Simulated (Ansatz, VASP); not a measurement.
# One calculation of BaZrO3, two programs

INCAR

```
SYSTEM = BaZrO3
PREC = Accurate
ENCUT = 520
EDIFF = 1E-7
ISMEAR = 0
SIGMA = 0.02
LREAL = .False.
LASPH = .True.
NELM = 60
ALGO = Normal
ISIF = 2
LWAVE = .False.
LCHARG = .False.
GGA = PE
NBANDS = 28
```

KPOINTS

```
regular mesh
0
Gamma
  6 6 6
  0 0 0
```

File POSCAR:

```
BaZrO3
1.0
    4.2902140022      0.0000000000      0.0000000000
    0.0000000000      4.2902140022      0.0000000000
    0.0000000000      0.0000000000      4.2902140022
Ba Zr O
1 1 3
Direct
    0.0000000000      0.0000000000      0.0000000000
    0.5000000000      0.5000000000      0.5000000000
    0.5000000000      0.0000000000      0.5000000000
    0.5000000000      0.5000000000      0.0000000000
    0.0000000000      0.5000000000      0.5000000000
```

Input for Ansatz:

```yaml
crystal:
  lattice:
    - [4.2902140022, 0.0, 0.0]
    - [0.0, 4.2902140022, 0.0]
    - [0.0, 0.0, 4.2902140022]
  atoms:
    - { symbol: Ba, position: [0.0, 0.0, 0.0] }
    - { symbol: Zr, position: [0.5, 0.5, 0.5] }
    - { symbol: O, position: [0.5, 0.0, 0.5] }
    - { symbol: O, position: [0.5, 0.5, 0.0] }
    - { symbol: O, position: [0.0, 0.5, 0.5] }
basis:
  ecutwfc: 420
kpoints:
  mp_grid: { grid: [6, 6, 6] }
  band_path: { path: [VBM, CBM], npoints: 2 }
hamiltonian:
  xc: pbe
scf:
  occupations: { method: gaussian, width: 0.02 }
output:
  forces: true
  stress: true
  eigenvalues: true
checkpoint:
  read: start.run
  write: ck
  compress: false
  write_wavefunctions: false
  write_every: 100000
```

Alike in both runs: task single point; functional PBE; k mesh 6 × 6 × 6; occupations gaussian, width 0.02 eV; no spin polarisation.

|  | VASP | Ansatz |
| --- | --- | --- |
| version | VASP 6.6.1 | Ansatz 0.2.0 |
| potentials or method | VASP PAW PBE potentials, release 64 (Ba_sv, Zr_sv, O), cutoff 520 eV | scalar-relativistic, plane waves, PAW |
| valence electrons in the cell | 40 | 40 |

|  | VASP | Ansatz | Ansatz less VASP |
| --- | --- | --- | --- |
| gap on the k mesh at the Fermi level (eV) | 3.03 | 3.07 | +0.042 |
| least direct gap on the mesh (eV) | 3.32 | 3.34 | +0.019 |
| pressure (GPa) | -5.2 | -6.0 | -0.77 |

Spin-orbit coupling is off throughout.
